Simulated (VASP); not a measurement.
# FeO (R-3m) in VASP: notebook

Runs on FeO. Level: PBE+U. Tasks: single point.

Program: VASP 6.6.1. These are calculated values, not measurements. Logs are shortened: lines on timing, memory, paths and dates and some standing lists are left out, and cuts for length are marked.

### 1 The cell of the first run

It takes space group R-3m (No. 166, trigonal). Conventional cell: a = 3.046 Å, b = 3.046 Å, c = 7.094 Å, α = 90.00°, β = 90.00°, γ = 120.00°. Within 2.8 Å of Fe (site symmetry -3m) lie 6 O at 2.12 Å. O (site symmetry -3m) has 6 Fe at 2.12 Å within 2.8 Å.

### 2 Single point, PBE+U, collinear spin, ferromagnetic start (9.50 Å³/atom)

File INCAR:

```
ALGO = Normal
EDIFF = 1E-6
ENCUT = 520
GGA = PE
ISIF = 2
ISMEAR = 0
ISPIN = 2
LASPH = True
LCHARG = True
LDAU = True
LDAUJ = 0 0
LDAUL = 2 -1
LDAUPRINT = 1
LDAUTYPE = 2
LDAUU = 5.3 0
LELF = True
LMAXMIX = 4
LORBIT = 11
LREAL = False
LVHAR = True
LWAVE = False
MAGMOM = 3.9 0.17
NBANDS = 18
NELM = 150
PREC = Accurate
SIGMA = 0.02
```

File KPOINTS:

```
k-points
0
Gamma
  12 12 12
```

File POSCAR:

```
FeO
1.0
    1.5231160630      0.8793714690      2.3645328882
   -1.5231160630      0.8793714690      2.3645328882
    0.0000000000     -1.7587429380      2.3645328882
Fe O
1 1
Direct
    0.0000000000      0.0000000000      0.0000000000
    0.5000000000      0.5000000000      0.5000000000
```

Potentials or basis: VASP PAW PBE potentials, release 64 (Fe, O).

The run is started by

```console
$ cat potpaw_PBE.64/Fe/POTCAR potpaw_PBE.64/O/POTCAR > POTCAR
$ mpirun -np 1 vasp_std > vasp.out
```

OUTCAR:

```text
EDIFF = 1E-6
   ENCUT = 520
   GGA = PE
   ISIF = 2
   ISMEAR = 0
   ISPIN = 2
   LASPH = True
   LORBIT = 11
   LREAL = False
   NELM = 150
   PREC = Accurate

 ion  position               nearest neighbor table
   1  0.000  0.000  0.000-   2 2.12   2 2.12   2 2.12   2 2.12   2 2.12   2 2.12
   2  0.500  0.500  0.500-   1 2.12   1 2.12   1 2.12   1 2.12   1 2.12   1 2.12

  LATTYP: Found a trigonal (rhomboedric) cell.
 ALAT       =     2.9468954005
 COS(alpha) =     0.4657229118

  Lattice vectors:

 A1 = (   1.5231160630,   0.8793714690,   2.3645328882)
 A2 = (  -1.5231160630,   0.8793714690,   2.3645328882)
 A3 = (   0.0000000000,  -1.7587429380,   2.3645328882)

Analysis of symmetry for initial positions (statically):
=====================================================================
 Subroutine PRICEL returns:
 Original cell was already a primitive cell.

 Routine SETGRP: Setting up the symmetry group for a
 trigonal (rhombohedral) supercell.

 Subroutine GETGRP returns: Found 12 space group operations
 (whereof 12 operations were pure point group operations)
 out of a pool of 12 trial point group operations.

The static configuration has the point symmetry D_3d.

Analysis of symmetry for dynamics (positions and initial velocities):
=====================================================================
 Subroutine PRICEL returns:
 Original cell was already a primitive cell.

 Routine SETGRP: Setting up the symmetry group for a
 trigonal (rhombohedral) supercell.

 Subroutine GETGRP returns: Found 12 space group operations
 (whereof 12 operations were pure point group operations)
 out of a pool of 12 trial point group operations.

The dynamic configuration has the point symmetry D_3d.

Analysis of structural, dynamic, and magnetic symmetry:
=====================================================================
 Subroutine PRICEL returns:
 Original cell was already a primitive cell.

 Routine SETGRP: Setting up the symmetry group for a
 trigonal (rhombohedral) supercell.

 Subroutine GETGRP returns: Found 12 space group operations
 (whereof 12 operations were pure point group operations)
 out of a pool of 12 trial point group operations.

The overall configuration has the point symmetry D_3d.

 Subroutine INISYM returns: Found 12 space group operations
 (whereof 12 operations are pure point group operations),
 and found     1 'primitive' translations

----------------------------------------------------------------------------------------

                                     Primitive cell

  volume of cell :      19.0021

  direct lattice vectors                    reciprocal lattice vectors
     1.523116063  0.879371469  2.364532888     0.328274392  0.189529309  0.140972170
    -1.523116063  0.879371469  2.364532888    -0.328274392  0.189529309  0.140972170
     0.000000000 -1.758742938  2.364532888     0.000000000 -0.379058618  0.140972170

  length of vectors
     2.946895400  2.946895400  2.946895400     0.404423773  0.404423773  0.404423773

  position of ions in fractional coordinates (direct lattice)
     0.000000000  0.000000000  0.000000000
     0.500000000  0.500000000  0.500000000

  ion indices of the primitive-cell ions
   primitive index   ion index
                 1           1
                 2           2

----------------------------------------------------------------------------------------

 KPOINTS: k-points

Automatic generation of k-mesh.
 Grid dimensions read from file:
 generate k-points for:   12   12   12

 Generating k-lattice:

  Cartesian coordinates                     Fractional coordinates (reciprocal lattice)
[... 65 lines left out ...]
   NFREE  =      0    steps in history (QN), initial steepest desc. (CG)
   ISIF   =      2    stress and relaxation
   ISYM   =      2    0-nonsym 1-usesym 2-fastsym
   POTIM  = 0.5000    time-step for ionic-motion
   TEBEG  =    0.0;   TEEND  =   0.0 temperature during run
   PSTRESS=    0.0 pullay stress
   NELECT =      14.0000    total number of electrons
   NUPDOWN=      -1.0000    fix difference up-down
   EMIN   =  10.00;   EMAX   =-10.00  energy-range for DOS
   EFERMI =   0.00;   METHOD = LEGACY
   ISMEAR =     0;   SIGMA  =   0.02  broadening in eV -4-tet -1-fermi 0-gaus
   EFERMI_NEDOS =   21; number of points for ismear=-14 and -15
   IALGO  =     38    algorithm
   IMIX   =      4    mixing-type and parameters
     AMIX     =   0.40;   BMIX     =  1.00
     AMIX_MAG =   1.60;   BMIX_MAG =  1.00
  volume/ion in A,a.u.               =       9.50        64.12
  Fermi-wavevector in a.u.,A,eV,Ry     =   1.478598  2.794146 29.745774  2.186253
  Thomas-Fermi vector in A             =   2.592860
   LORBIT       =     11    0 simple, 1 ext, 2 COOP (PROOUT), +10 PAW based schemes
 LDA+U is selected, type is set to LDAUTYPE =  2
   angular momentum for each species LDAUL =     2   -1
   U (eV)           for each species LDAUU =   5.3  0.0
   J (eV)           for each species LDAUJ =   0.0  0.0
   GGA     = PE    functional components
   LHFCALC =     F    Hartree Fock is set to
   AEXX    =    0.0000 exact exchange contribution
   IVDW    =     0    specifies the selected vdW correction
   LEPSILON=     F    determine dielectric tensor
   LRPA    =     F    only Hartree local field effects (RPA)
 spin polarized calculation
 Gauss-broadening in eV      SIGMA  =   0.02
  energy-cutoff  :      520.00
  volume of cell :       19.00
 maximum number of plane-waves:       525
 NGX is ok and might be reduce to    24
   NGX = 11   NGY = 11   NGZ = 11

atom =   1  type =  1  l = 2

 onsite density matrix

spin component  1

  0.9956 -0.0000  0.0000 -0.0277  0.0000
 -0.0000  1.0119 -0.0000 -0.0000 -0.0277
  0.0000 -0.0000  0.9751 -0.0000  0.0000
 -0.0277 -0.0000 -0.0000  1.0119  0.0000
  0.0000 -0.0277  0.0000  0.0000  0.9956

spin component  2

  0.2666 -0.0000 -0.0000  0.1765 -0.0000
 -0.0000  0.2967  0.0000 -0.0000  0.1765
 -0.0000  0.0000  0.0553 -0.0000  0.0000
  0.1765 -0.0000 -0.0000  0.2967 -0.0000
 -0.0000  0.1765  0.0000 -0.0000  0.2666

 occupancies and eigenvectors

  o =  0.0553  v =  0.0000  0.0000  0.0000  0.0000  0.0000  0.0000 -0.0000 -1.0000 -0.0000  0.0000      0.0000  0.0000  0.0000  0.0000  0.0000  0.0000  0.0000  0.0000  0.0000  0.0000
  o =  0.1045  v =  0.0000  0.0000  0.0000  0.0000  0.0000 -0.7365  0.0000 -0.0000  0.6764 -0.0000      0.0000  0.0000  0.0000  0.0000  0.0000  0.0000  0.0000  0.0000  0.0000  0.0000
  o =  0.1045  v =  0.0000  0.0000  0.0000  0.0000  0.0000  0.0000  0.6764 -0.0000 -0.0000 -0.7365      0.0000  0.0000  0.0000  0.0000  0.0000  0.0000  0.0000  0.0000  0.0000  0.0000
  o =  0.4587  v =  0.0000  0.0000  0.0000  0.0000  0.0000  0.6764  0.0000 -0.0000  0.7365 -0.0000      0.0000  0.0000  0.0000  0.0000  0.0000  0.0000  0.0000  0.0000  0.0000  0.0000
  o =  0.4587  v =  0.0000  0.0000  0.0000  0.0000  0.0000  0.0000  0.7365  0.0000  0.0000  0.6764      0.0000  0.0000  0.0000  0.0000  0.0000  0.0000  0.0000  0.0000  0.0000  0.0000
  o =  0.9749  v =  0.8008  0.0000 -0.0000  0.5990  0.0000  0.0000  0.0000  0.0000  0.0000  0.0000      0.0000  0.0000  0.0000  0.0000  0.0000  0.0000  0.0000  0.0000  0.0000  0.0000
  o =  0.9749  v =  0.0000 -0.5990  0.0000  0.0000 -0.8008  0.0000  0.0000  0.0000  0.0000  0.0000      0.0000  0.0000  0.0000  0.0000  0.0000  0.0000  0.0000  0.0000  0.0000  0.0000
  o =  0.9751  v =  0.0000 -0.0000 -1.0000  0.0000 -0.0000  0.0000  0.0000  0.0000  0.0000  0.0000      0.0000  0.0000  0.0000  0.0000  0.0000  0.0000  0.0000  0.0000  0.0000  0.0000
  o =  1.0326  v = -0.5990  0.0000 -0.0000  0.8008 -0.0000  0.0000  0.0000  0.0000  0.0000  0.0000      0.0000  0.0000  0.0000  0.0000  0.0000  0.0000  0.0000  0.0000  0.0000  0.0000
  o =  1.0326  v = -0.0000 -0.8008  0.0000  0.0000  0.5990  0.0000  0.0000  0.0000  0.0000  0.0000      0.0000  0.0000  0.0000  0.0000  0.0000  0.0000  0.0000  0.0000  0.0000  0.0000

 number of electron      13.9999996 magnetization       4.0000107

 Free energy of the ion-electron system (eV)
  ---------------------------------------------------
  ext. energy  EPLUGINS =         0.00000000
  ---------------------------------------------------
  free energy    TOTEN  =       -12.50454239 eV

  energy without entropy =      -12.50433395  energy(sigma->0) =      -12.50443817

 E-fermi :   6.9327     XC(G=0): -12.4163

 val. band max:        6.9315456176   @ k =   0.3333   0.1667   0.0833
 cond. band min:       6.9439141101   @ k =  -0.1667  -0.1667   0.0833
 fundamental gap:      0.0123684926
 Fermi energy:         6.9326552549

 spin component 1

 k-point     1 :       0.0000    0.0000    0.0000
  band No.  band energies     occupation
      1     -14.1126      1.00000
      2       0.0055      1.00000
      3       0.1109      1.00000
      4       0.1109      1.00000
      5       0.3952      1.00000
      6       0.3952      1.00000
[... 1001 lines left out ...]
     17      34.2573      0.00000
     18      35.8605      0.00000

 [... further k-points ...]

------------------------ aborting loop because EDIFF is reached ----------------------------------------

  FORCE on cell =-STRESS in cart. coord.  units (eV):
  Direction    XX          YY          ZZ          XY          YZ          ZX
  --------------------------------------------------------------------------------------
  -------------------------------------------------------------------------------------
  Total        1.3300984      1.3300984      1.7221689      0.0000000      0.0000000      0.0000000
  in kB      112.1482215    112.1482215    145.2059313      0.0000000      0.0000000      0.0000000
  external PRESSURE =     123.1674581 kB  Pullay stress =       0.0000000 kB

 VOLUME and BASIS-vectors are now :
 -----------------------------------------------------------------------------
  energy-cutoff  :      520.00
  volume of cell :       19.00
      direct lattice vectors                 reciprocal lattice vectors
     1.523116063  0.879371469  2.364532888     0.328274392  0.189529309  0.140972170
    -1.523116063  0.879371469  2.364532888    -0.328274392  0.189529309  0.140972170
     0.000000000 -1.758742938  2.364532888     0.000000000 -0.379058618  0.140972170

 POSITION                                       TOTAL-FORCE (eV/Angst)
 -----------------------------------------------------------------------------------
      0.00000      0.00000      0.00000        -0.000000      0.000000      0.000000
      0.00000      0.00000      3.54680         0.000000     -0.000000      0.000000
 -----------------------------------------------------------------------------------
    total drift:                               -0.000000      0.000000     -0.000000

  FREE ENERGIE OF THE ION-ELECTRON SYSTEM (eV)
  ---------------------------------------------------
  free  energy   TOTEN  =       -12.5045423923 eV

  energy  without entropy=      -12.5043339510  energy(sigma->0) =      -12.50443817

 total charge

# of ion       s       p       d       tot
------------------------------------------
    1        0.309   0.405   6.146   6.859
    2        1.553   3.495   0.000   5.048
--------------------------------------------------
tot          1.861   3.900   6.146  11.907

 magnetization (x)

# of ion       s       p       d       tot
------------------------------------------
    1        0.026   0.022   3.801   3.849
    2        0.020   0.164   0.000   0.184
--------------------------------------------------
tot          0.046   0.186   3.801   4.033
```

It took 63 s on 1 thread of Intel Xeon 6975P-C (Granite Rapids), shared host; peak memory 0.22 GiB.

Results:

```
Free energy                                           : -12.5045 eV
Pressure                                              : 12.3 GPa
Band gap on the k mesh                                : zero (filled and empty bands overlap)
Net moment                                            : 4.00 μB per cell
Site moments                                          : Fe +3.85; O +0.18 μB
Valence electrons inside the program's atomic spheres : Fe 6.86; O 5.05
```

Eigenvalues of the final occupation matrices:
| site | spin | trace | eigenvalues |
| --- | --- | --- | --- |
| site 1 d | 1 | 4.99 | 0.97 0.97 0.98 1.03 1.03 |
| site 1 d | 2 | 1.18 | 0.06 0.10 0.10 0.46 0.46 |

Caveat: the cell stands under pressure; a cell with one magnetic atom can't hold antiferromagnetic order, which such compounds often take. The state reached can hang on the start; a lower one may exist.

### 3 Single point, PBE+U, collinear spin, ferromagnetic start (9.82 Å³/atom)

This run uses another cell than the first one, of 9.82 Å³/atom.

File INCAR:

```
SYSTEM = FeO
PREC = Accurate
ENCUT = 520
EDIFF = 1E-7
ISMEAR = 0
SIGMA = 0.02
LREAL = .False.
LASPH = .True.
NELM = 150
ALGO = Normal
ISIF = 2
LWAVE = .False.
LCHARG = .False.
ISPIN = 2
MAGMOM = 3.9 0.17
LORBIT = 11
LMAXMIX = 4
LDAU = .True.
LDAUTYPE = 2
LDAUL = 2 -1
LDAUU = 5.3 0
LDAUJ = 0 0
LDAUPRINT = 1
GGA = PE
NBANDS = 18
```

File KPOINTS:

```
regular mesh
0
Gamma
  12 12 12
  0 0 0
```

File POSCAR:

```
FeO
1.0
    1.5388638678      0.8884634683      2.3953538088
   -1.5388638678      0.8884634683      2.3953538088
    0.0000000000     -1.7769269366      2.3953538088
Fe O
1 1
Direct
    0.0000000000      0.0000000000      0.0000000000
    0.5000000000      0.5000000000      0.5000000000
```

Potentials or basis: VASP PAW PBE potentials, release 64 (Fe, O).

The run is started by

```console
$ cat potpaw_PBE.64/Fe/POTCAR potpaw_PBE.64/O/POTCAR > POTCAR
$ mpirun -np 1 vasp_std > vasp.out
```

It took 67 s on 1 thread of Intel Xeon 6975P-C (Granite Rapids), shared host; peak memory 0.23 GiB.

Results (log left out):

```
Free energy                                           : -12.5416 eV
Pressure                                              : 5.4 GPa
Band gap on the k mesh                                : zero (filled and empty bands overlap)
Net moment                                            : 4.00 μB per cell
Site moments                                          : Fe +3.85; O +0.18 μB
Valence electrons inside the program's atomic spheres : Fe 6.80; O 5.03
```

Stress tensor (GPa, compression positive):
```
4.30 0.00 0.00
0.00 4.30 0.00
0.00 0.00 7.60
```

Levels at points of the mesh, in eV from the Fermi level:
Spin up:
```tsv
k point	band 7	band 8	band 9	band 10	band 11	band 12
(0.00, 0.00, 0.00)	-3.78	-3.78	-3.48	0.14	14.85	14.85
(0.50, 0.00, 0.00)	-4.53	-1.66	-1.60	4.16	8.34	12.51
(0.50, 0.50, 0.00)	-5.41	-5.08	-4.73	5.20	8.89	9.24
(0.50, 0.50, 0.50)	-4.73	-1.62	-1.62	3.75	9.10	11.91
```
Spin down:
```
           k point  band 1  band 2  band 3  band 4  band 5  band 6  band 7  band 8  band 9  band 10
(0.00, 0.00, 0.00)  -20.39   -3.44   -3.44   -3.13   -1.07   -1.07    0.82    1.73    2.07     2.07
(0.50, 0.00, 0.00)  -19.18   -8.23   -5.05   -4.54    0.29    0.47    2.65    4.27    4.31     4.60
(0.50, 0.50, 0.00)  -19.04   -7.07   -4.72   -4.36   -1.89    0.52    2.38    2.67    3.02     6.75
(0.50, 0.50, 0.50)  -19.05   -7.84   -4.98   -4.98    0.23    0.23    2.72    4.26    4.43     4.43
```

Eigenvalues of the final occupation matrices:
| site | spin | trace | eigenvalues |
| --- | --- | --- | --- |
| site 1 d | 1 | 4.97 | 0.97 0.97 0.97 1.03 1.03 |
| site 1 d | 2 | 1.17 | 0.05 0.10 0.10 0.46 0.46 |

Caveat: the cell stands under pressure; a cell with one magnetic atom can't hold antiferromagnetic order, which such compounds often take. The state reached can hang on the start; a lower one may exist.

### 4 Single point, PBE+U, collinear spin, ferromagnetic start (10.15 Å³/atom)

This run uses another cell than the first one, of 10.15 Å³/atom.

File INCAR:

```
  PREC = Accurate
  ENCUT = 520
  EDIFF = 1E-6
  ISMEAR = 0
  SIGMA = 0.02
  LREAL = False
  LASPH = True
  NELM = 150
  ALGO = Normal
  ISIF = 2
  LWAVE = False
  LCHARG = False
  ISPIN = 2
  MAGMOM = 3.9 0.17
  LORBIT = 11
  LMAXMIX = 4
  LDAU = True
  LDAUTYPE = 2
  LDAUL = 2 -1
  LDAUU = 5.3 0
  LDAUJ = 0 0
  LDAUPRINT = 1
  GGA = PE
  NBANDS = 18
```

File KPOINTS:

```
Automatic mesh
0
Gamma
  12 12 12
```

File POSCAR:

```
FeO
1.0
    1.5543495382      0.8974041243      2.4252647805
   -1.5543495382      0.8974041243      2.4252647805
    0.0000000000     -1.7948082486      2.4252647805
Fe O
1 1
Direct
    0.0000000000      0.0000000000      0.0000000000
    0.5000000000      0.5000000000      0.5000000000
```

The run is started by

```console
$ cat potpaw_PBE.64/Fe/POTCAR potpaw_PBE.64/O/POTCAR > POTCAR
$ mpirun -np 1 vasp_std > vasp.out
```

Wall time 67 s (1 thread of Intel Xeon 6975P-C (Granite Rapids), shared host); peak memory 0.23 GiB.

It converged, with:

```
Free energy                                           : -12.5528 eV
Pressure                                              : -0.4 GPa
Band gap on the k mesh                                : zero (filled and empty bands overlap)
Net moment                                            : 4.00 μB per cell
Site moments                                          : Fe +3.85; O +0.17 μB
Valence electrons inside the program's atomic spheres : Fe 6.74; O 5.01
```

Stress tensor (GPa, compression positive):
```
-1.49  0.00  0.00
 0.00 -1.49  0.00
 0.00  0.00  1.78
```

Levels at points of the mesh, in eV from the Fermi level:
Spin up:
```tsv
k point	band 7	band 8	band 9	band 10	band 11	band 12
(0.00, 0.00, 0.00)	-3.64	-3.64	-3.36	-0.02	14.70	14.70
(0.50, 0.00, 0.00)	-4.54	-1.68	-1.62	4.08	8.07	12.29
(0.50, 0.50, 0.00)	-5.43	-4.90	-4.57	4.97	8.70	9.16
(0.50, 0.50, 0.50)	-4.73	-1.65	-1.65	3.70	8.78	11.73
```
Spin down:
| k point | band 1 | band 2 | band 3 | band 4 | band 5 | band 6 | band 7 | band 8 | band 9 | band 10 |
| --- | --- | --- | --- | --- | --- | --- | --- | --- | --- | --- |
| (0.00, 0.00, 0.00) | -20.12 | -3.31 | -3.31 | -3.03 | -1.02 | -1.02 | 0.68 | 1.77 | 2.12 | 2.12 |
| (0.50, 0.00, 0.00) | -18.99 | -7.95 | -4.85 | -4.37 | 0.29 | 0.44 | 2.68 | 4.20 | 4.23 | 4.52 |
| (0.50, 0.50, 0.00) | -18.85 | -6.83 | -4.55 | -4.22 | -1.77 | 0.48 | 2.38 | 2.69 | 2.99 | 6.52 |
| (0.50, 0.50, 0.50) | -18.86 | -7.58 | -4.76 | -4.76 | 0.20 | 0.20 | 2.73 | 4.20 | 4.35 | 4.35 |

Eigenvalues of the final occupation matrices:
```tsv
site	spin	trace	eigenvalues
site 1 d	1	4.96	0.97 0.97 0.97 1.02 1.02
site 1 d	2	1.15	0.05 0.09 0.09 0.46 0.46
```

Caveat: a cell with one magnetic atom can't hold antiferromagnetic order, which such compounds often take. The state reached can hang on the start; a lower one may exist.

### 5 Summary

| cell | gap on the mesh (eV) | pressure (GPa) | moment (μB) |
| --- | --- | --- | --- |
| a = 2.947 Å, angles 62.2°, 2 atoms | none | 12.3 | 4.00 |
| a = 2.982 Å, angles 62.1°, 2 atoms | none | 5.4 | 4.00 |
| a = 3.017 Å, angles 62.0°, 2 atoms | none | -0.4 | 4.00 |

Alike in all rows: task single point; level PBE+U; potentials or basis VASP PAW PBE potentials, release 64 (Fe, O); spin collinear, ferromagnetic start; Fe d U = 5.3 eV; k mesh 12 × 12 × 12; cutoff (eV) 520; smearing gaussian 0.02 eV.

Caveats: a cell with one magnetic atom can't hold antiferromagnetic order, which such compounds often take; the cell stands under pressure (at least some runs).

Total energies depend on the potentials used, so only differences within one code and one set of settings carry meaning.
